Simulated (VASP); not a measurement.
Ru, 1 atom in the cell. It takes space group Im-3m (No. 229, cubic). The conventional cell has a = 3.055 Å, b = 3.055 Å, c = 3.055 Å, α = 90.00°, β = 90.00°, γ = 90.00°. Ru (site symmetry m-3m) has 14 Ru at 2.65 to 3.05 Å within 3.5 Å. 

* Program: VASP 6.6.1
* Task: single point
* Functional: PBE
* Potentials or basis: VASP PAW PBE potentials, release 64 (Ru_pv)
* Cutoff: 520 eV
* k mesh: 14 × 14 × 14
* Occupations: fermi-dirac, width 0.1 eV
* Spin: non-collinear spin, zero start, spin-orbit coupling
* Starting moments: [[0.0, 0.0, 0.0]] μB
* Dipole correction: no
* Further INCAR settings: ALGO = Normal; EDIFF = 1e-07; NBANDS = 25

Potentials or basis: VASP PAW PBE potentials, release 64 (Ru_pv).

Command:

```console
$ cat potpaw_PBE.64/Ru_pv/POTCAR > POTCAR
$ mpirun -np 1 vasp_ncl > vasp.out
```

Hardware: 1 thread of Intel Xeon 8259CL, on a shared host.

How long does it take, and how much memory?

It took 100 s on 1 thread of Intel Xeon 8259CL (shared host), peak memory 0.19 GiB. Counts: scf iterations 12, k points 104.
